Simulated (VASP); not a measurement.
# CaO (Fm-3m) in VASP: a series of runs

The runs below take CaO through single point, relaxation of cell and atoms, with LDA.

Program: VASP 6.6.1. These are calculated values, not measurements. Logs are shortened: lines on timing, memory, paths and dates and some standing lists are left out, and cuts for length are marked.

### Step 1. The cell of the first run

It takes space group Fm-3m (No. 225, cubic). The conventional cell has a = 4.684 Å, b = 4.684 Å, c = 4.684 Å, α = 90.00°, β = 90.00°, γ = 90.00°. Within 3.1 Å of Ca (site symmetry m-3m) lie 6 O at 2.34 Å. Within 3.1 Å of O (site symmetry m-3m) lie 6 Ca at 2.34 Å.

### Step 2. Single point, LDA

The input, INCAR:

```
SYSTEM = CaO
ALGO = Normal
EDIFF = 1E-6
ENCUT = 520
ISIF = 2
ISMEAR = 0
LASPH = .TRUE.
LCHARG = .FALSE.
LREAL = .FALSE.
LWAVE = .FALSE.
NBANDS = 15
NELM = 60
PREC = Accurate
SIGMA = 0.01
```

The input, KPOINTS:

```
k-points
0
G
  8 8 8
  0 0 0
```

The input, POSCAR:

```
CaO
1.0
    2.3421676421      2.3421676421      0.0000000000
   -2.3421676421      2.3421676421      0.0000000000
    0.0000000000      2.3421676421      2.3421676421
Ca O
1 1
Direct
    0.0000000000      0.0000000000      0.0000000000
    0.5000000000      0.5000000000      0.0000000000
```

Potentials or basis: VASP PAW LDA potentials, release 64 (Ca_sv, O).

Run with:

```console
cat potpaw_LDA.64/Ca_sv/POTCAR potpaw_LDA.64/O/POTCAR > POTCAR
mpirun -np 1 vasp_std > vasp.out
```

OUTCAR:

```text
SYSTEM = CaO
   EDIFF = 1E-6
   ENCUT = 520
   ISIF = 2
   ISMEAR = 0
   LASPH = .TRUE.
   LREAL = .FALSE.
   NELM = 60
   PREC = Accurate

 ion  position               nearest neighbor table
   1  0.000  0.000  0.000-   2 2.34   2 2.34   2 2.34   2 2.34   2 2.34   2 2.34
   2  0.500  0.500  0.000-   1 2.34   1 2.34   1 2.34   1 2.34   1 2.34   1 2.34

  LATTYP: Found a face centered cubic cell.
 ALAT       =     4.6843352842

  Lattice vectors:

 A1 = (   0.0000000000,   2.3421676421,   2.3421676421)
 A2 = (   2.3421676421,   0.0000000000,   2.3421676421)
 A3 = (   2.3421676421,   2.3421676421,   0.0000000000)

Analysis of symmetry for initial positions (statically):
=====================================================================
 Subroutine PRICEL returns:
 Original cell was already a primitive cell.

 Routine SETGRP: Setting up the symmetry group for a
 face centered cubic supercell.

 Subroutine GETGRP returns: Found 48 space group operations
 (whereof 48 operations were pure point group operations)
 out of a pool of 48 trial point group operations.

The static configuration has the point symmetry O_h .

Analysis of symmetry for dynamics (positions and initial velocities):
=====================================================================
 Subroutine PRICEL returns:
 Original cell was already a primitive cell.

 Routine SETGRP: Setting up the symmetry group for a
 face centered cubic supercell.

 Subroutine GETGRP returns: Found 48 space group operations
 (whereof 48 operations were pure point group operations)
 out of a pool of 48 trial point group operations.

The dynamic configuration has the point symmetry O_h .

 Subroutine INISYM returns: Found 48 space group operations
 (whereof 48 operations are pure point group operations),
 and found     1 'primitive' translations

----------------------------------------------------------------------------------------

                                     Primitive cell

  volume of cell :      25.6971

  direct lattice vectors                    reciprocal lattice vectors
     2.342167642  2.342167642  0.000000000     0.213477460  0.213477460 -0.213477460
    -2.342167642  2.342167642  0.000000000    -0.213477460  0.213477460 -0.213477460
     0.000000000  2.342167642  2.342167642     0.000000000  0.000000000  0.426954921

  length of vectors
     3.312325245  3.312325245  3.312325245     0.369753808  0.369753808  0.426954921

  position of ions in fractional coordinates (direct lattice)
     0.000000000  0.000000000  0.000000000
     0.500000000  0.500000000  0.000000000

[... 89 lines left out ...]
   EMIN   =  10.00;   EMAX   =-10.00  energy-range for DOS
   EFERMI =   0.00;   METHOD = LEGACY
   ISMEAR =     0;   SIGMA  =   0.01  broadening in eV -4-tet -1-fermi 0-gaus
   EFERMI_NEDOS =   21; number of points for ismear=-14 and -15
   IALGO  =     38    algorithm
   IMIX   =      4    mixing-type and parameters
     AMIX     =   0.40;   BMIX     =  1.00
     AMIX_MAG =   1.60;   BMIX_MAG =  1.00
  volume/ion in A,a.u.               =      12.85        86.71
  Fermi-wavevector in a.u.,A,eV,Ry     =   1.397935  2.641713 26.588792  1.954221
  Thomas-Fermi vector in A             =   2.521142
   LORBIT       =      0    0 simple, 1 ext, 2 COOP (PROOUT), +10 PAW based schemes
   GGA     = CA    functional components
   LHFCALC =     F    Hartree Fock is set to
   AEXX    =    0.0000 exact exchange contribution
   IVDW    =     0    specifies the selected vdW correction
   LEPSILON=     F    determine dielectric tensor
   LRPA    =     F    only Hartree local field effects (RPA)
 non-spin polarized calculation
 Gauss-broadening in eV      SIGMA  =   0.01
  energy-cutoff  :      520.00
  volume of cell :       25.70
 maximum number of plane-waves:       701
 NGX is ok and might be reduce to    28
   NGX = 13   NGY = 13   NGZ = 13

 number of electron      16.0000000 magnetization

 Free energy of the ion-electron system (eV)
  ---------------------------------------------------
  ext. energy  EPLUGINS =         0.00000000
  ---------------------------------------------------
  free energy    TOTEN  =       -14.21504743 eV

  energy without entropy =      -14.21504743  energy(sigma->0) =      -14.21504743

 E-fermi :   2.6493     XC(G=0): -11.4135

 val. band max:        2.4811183004   @ k =   0.0000   0.0000   0.0000
 cond. band min:       5.8869094295   @ k =   0.5000   0.5000   0.0000
 fundamental gap:      3.4057911291
 Fermi energy:         2.6493353655

 k-point     1 :       0.0000    0.0000    0.0000
  band No.  band energies     occupation
      1     -34.2887      2.00000
      2     -15.2655      2.00000
      3     -15.2655      2.00000
      4     -15.2655      2.00000
      5     -12.8793      2.00000
      6       2.4811      2.00000
      7       2.4811      2.00000
      8       2.4811      2.00000
      9       7.6953      0.00000
     10       8.7606      0.00000
     11       8.7606      0.00000
     12       8.7606      0.00000
     13      10.4654      0.00000
     14      10.4654      0.00000
[... 401 lines left out ...]
      2     -16.5218      2.00000
      3     -15.5943      2.00000
      4     -15.4363      2.00000
      5     -11.6537      2.00000
      6       0.2545      2.00000
      7       1.2563      2.00000
      8       1.2887      2.00000
      9       9.4180      0.00000
     10       9.4884      0.00000
     11      11.6520      0.00000
     12      11.9910      0.00000
     13      13.3206      0.00000
     14      15.0625      0.00000
     15      17.1749      0.00000

 [... further k-points ...]

------------------------ aborting loop because EDIFF is reached ----------------------------------------

  FORCE on cell =-STRESS in cart. coord.  units (eV):
  Direction    XX          YY          ZZ          XY          YZ          ZX
  --------------------------------------------------------------------------------------
  -------------------------------------------------------------------------------------
  Total        0.4903392      0.4903392      0.4903392      0.0000000     -0.0000000      0.0000000
  in kB       30.5719622     30.5719622     30.5719622      0.0000000     -0.0000000      0.0000000
  external PRESSURE =      30.5719622 kB  Pullay stress =       0.0000000 kB

 VOLUME and BASIS-vectors are now :
 -----------------------------------------------------------------------------
  energy-cutoff  :      520.00
  volume of cell :       25.70
      direct lattice vectors                 reciprocal lattice vectors
     2.342167642  2.342167642  0.000000000     0.213477460  0.213477460 -0.213477460
    -2.342167642  2.342167642  0.000000000    -0.213477460  0.213477460 -0.213477460
     0.000000000  2.342167642  2.342167642     0.000000000  0.000000000  0.426954921

 POSITION                                       TOTAL-FORCE (eV/Angst)
 -----------------------------------------------------------------------------------
      0.00000      0.00000      0.00000         0.000000     -0.000000      0.000000
      0.00000      2.34217      0.00000        -0.000000      0.000000      0.000000
 -----------------------------------------------------------------------------------
    total drift:                               -0.000000      0.000000     -0.000000

  FREE ENERGIE OF THE ION-ELECTRON SYSTEM (eV)
  ---------------------------------------------------
  free  energy   TOTEN  =       -14.2150474278 eV

  energy  without entropy=      -14.2150474278  energy(sigma->0) =      -14.21504743
```

stdout:

```text
POSCAR found type information on POSCAR CaO
 POSCAR found :  2 types and       2 ions
 scaLAPACK will be used
 LDA part: xc-table for (Slater(with rela. corr.)+CA(PZ))
 , standard interpolation
 POSCAR, INCAR and KPOINTS ok, starting setup
 FFT: planning ... GRIDC
 FFT: planning ... GRID_SOFT
 FFT: planning ... GRID
 WAVECAR not read
 entering main loop
```

Wall time 12 s (1 thread of Intel Xeon Platinum 8559C (Emerald Rapids), shared host); peak memory 0.14 GiB.

What came out:

```
Free energy            : -14.2150 eV
Pressure               : 3.1 GPa
Band gap on the k mesh : 3.41 eV, indirect (least direct gap 3.76 eV)
```

### Step 3. Relaxation of cell and atoms, LDA, target pressure -2 GPa, at which the enthalpy is minimised

This run uses another cell than the first one, of 13.04 Å³/atom, 1.015 times its volume.

The input, INCAR:

```
  PREC = Accurate
  ENCUT = 600
  EDIFF = 1E-6
  ISMEAR = 0
  SIGMA = 0.01
  LREAL = F
  LASPH = T
  NELM = 60
  ALGO = Normal
  ISIF = 3
  LWAVE = F
  LCHARG = F
  IBRION = 2
  NSW = 100
  EDIFFG = -0.002
  PSTRESS = -20.0
```

The input, KPOINTS:

```
regular mesh
0
Gamma
  8 8 8
```

The input, POSCAR:

```
CaO
1.0
    2.3539498185      2.3539498185      0.0000000000
   -2.3539498185      2.3539498185      0.0000000000
    0.0000000000      2.3539498185      2.3539498185
Ca O
1 1
Direct
    0.0000000000      0.0000000000      0.0000000000
    0.5000000000      0.5000000000      0.0000000000
```

Potentials or basis: VASP PAW LDA potentials, release 64 (Ca_sv, O).

Run with:

```console
cat potpaw_LDA.64/Ca_sv/POTCAR potpaw_LDA.64/O/POTCAR > POTCAR
mpirun -np 1 vasp_std > vasp.out
```

Run time: 22 s. Hardware: 1 thread of Intel Xeon Platinum 8559C (Emerald Rapids), shared host; peak memory 0.15 GiB.

The run converged. Its results:

```yaml
Free_energy: -14.2208 eV
Relaxed_volume: 13.34 Å³/atom
Relaxed_cell: a = 3.354 Å, b = 3.354 Å, c = 3.354 Å, α = 60.00°, β = 60.00°, γ = 90.00°
Space_group_after_relaxing_to_0.05_Å: Fm-3m (No. 225)
Energy_change_on_relaxing_the_enthalpy_is_what_falls: +1.1 meV/atom
Ionic_steps: 3
Pressure_after_relaxing: -2.0 GPa
Band_gap_on_the_k_mesh: 3.44 eV, indirect (least direct gap 3.80 eV)
```

Step by step:
| step | energy change (eV) | largest force (eV/Å) | pressure (GPa) | volume (Å³) |
| --- | --- | --- | --- | --- |
| 1 | 0.0000 | 0.0000 | 0.82 | 26.09 |
| 2 | 0.0069 | 0.0000 | -3.22 | 26.96 |
| 3 | 0.0023 | 0.0000 | -2.01 | 26.68 |

Final structure:
```
CELL_PARAMETERS angstrom
2.37176 2.37176 0.00000
-2.37176 2.37176 0.00000
0.00000 2.37176 2.37176
ATOMIC_POSITIONS crystal
Ca 0.00000 0.00000 0.00000
O 0.50000 0.50000 0.00000
```

Levels at points of the mesh, in eV from the valence-band top:
```
           k point  band 6  band 7  band 8  band 9  band 10  band 11
(0.00, 0.00, 0.00)    0.00    0.00    0.00    4.89     6.20     6.20
(0.50, 0.00, 0.00)   -2.81   -1.31   -1.31    7.14     8.52     8.52
(0.50, 0.50, 0.00)   -1.29   -0.37   -0.37    3.44     8.32     9.10
```

Caveat: the cell is relaxed towards a set pressure, so the enthalpy falls and the energy may rise. A k mesh can miss the band edges.

### Step 4. Relaxation of cell and atoms, LDA, target pressure 2 GPa, at which the enthalpy is minimised

This run uses another cell than the first one, of 13.04 Å³/atom, 1.015 times its volume.

The input, INCAR:

```
PREC = Accurate ; ENCUT = 600
EDIFF = 1E-6 ; ISMEAR = 0
SIGMA = 0.01 ; LREAL = F
LASPH = T ; NELM = 100
ALGO = Normal ; ISIF = 3
LWAVE = F ; LCHARG = F
GGA = CA ; IBRION = 2
NSW = 100 ; EDIFFG = -0.002
PSTRESS = 20.0
```

KPOINTS is that of step 3.

POSCAR is that of step 3.

Run with:

```console
cat potpaw_LDA.64/Ca_sv/POTCAR potpaw_LDA.64/O/POTCAR > POTCAR
mpirun -np 1 vasp_std > vasp.out
```

Run time: 21 s. Hardware: 1 thread of Intel Xeon Platinum 8559C (Emerald Rapids), shared host; peak memory 0.15 GiB.

The run converged. Its results:

```yaml
Free_energy: -14.2211 eV
Relaxed_volume: 12.93 Å³/atom
Relaxed_cell: a = 3.319 Å, b = 3.319 Å, c = 3.319 Å, α = 60.00°, β = 60.00°, γ = 90.00°
Space_group_after_relaxing_to_0.05_Å: Fm-3m (No. 225)
Energy_change_on_relaxing_the_enthalpy_is_what_falls: +1.0 meV/atom
Ionic_steps: 3
Pressure_after_relaxing: 2.0 GPa
Band_gap_on_the_k_mesh: 3.41 eV, indirect (least direct gap 3.77 eV)
```

Step by step:
```tsv
step	energy change (eV)	largest force (eV/Å)	pressure (GPa)	volume (Å³)
1	0.0000	0.0000	0.82	26.09
2	0.0040	0.0000	2.73	25.73
3	0.0020	0.0000	1.99	25.86
```

Final structure:
```
Ca O
1.0
     2.34720    2.34720    0.00000
    -2.34720    2.34720    0.00000
     0.00000    2.34720    2.34720
Ca O
1 1
Direct
  0.00000 0.00000 0.00000
  0.50000 0.50000 0.00000
```

Levels at points of the mesh, in eV from the valence-band top:
| k point | band 4 | band 5 | band 6 | band 7 | band 8 | band 9 | band 10 | band 11 | band 12 |
| --- | --- | --- | --- | --- | --- | --- | --- | --- | --- |
| (0.00, 0.00, 0.00) | -17.78 | -15.35 | 0.00 | 0.00 | 0.00 | 5.16 | 6.27 | 6.27 | 6.27 |
| (0.50, 0.00, 0.00) | -17.84 | -13.76 | -2.88 | -1.38 | -1.38 | 7.28 | 8.69 | 8.69 | 8.86 |
| (0.50, 0.50, 0.00) | -18.08 | -15.11 | -1.26 | -0.35 | -0.35 | 3.41 | 8.56 | 9.28 | 10.02 |

Caveat: the cell is relaxed towards a set pressure, so the enthalpy falls and the energy may rise.

### Step 5. The runs side by side

| task | cell | cutoff (eV) | gap on the mesh (eV) | pressure (GPa) |
| --- | --- | --- | --- | --- |
| single point | a = 3.312 Å, angles 60.0, 60.0, 90.0°, 2 atoms | 520 | 3.41 | 3.1 |
| relaxation of cell and atoms | relaxed to -2 GPa from a = 3.329 Å, angles 60.0, 60.0, 90.0°, 2 atoms | 600 | 3.44 | -2.0 |
| relaxation of cell and atoms | relaxed to 2 GPa from a = 3.329 Å, angles 60.0, 60.0, 90.0°, 2 atoms | 600 | 3.41 | 2.0 |

Alike in all rows: level LDA; potentials or basis VASP PAW LDA potentials, release 64 (Ca_sv, O); no spin polarisation; k mesh 8 × 8 × 8; smearing gaussian 0.01 eV.

Caveats: the cell is relaxed towards a set pressure, so the enthalpy falls and the energy may rise (some runs).

Absolute energies hang on the potentials; compare differences alone.
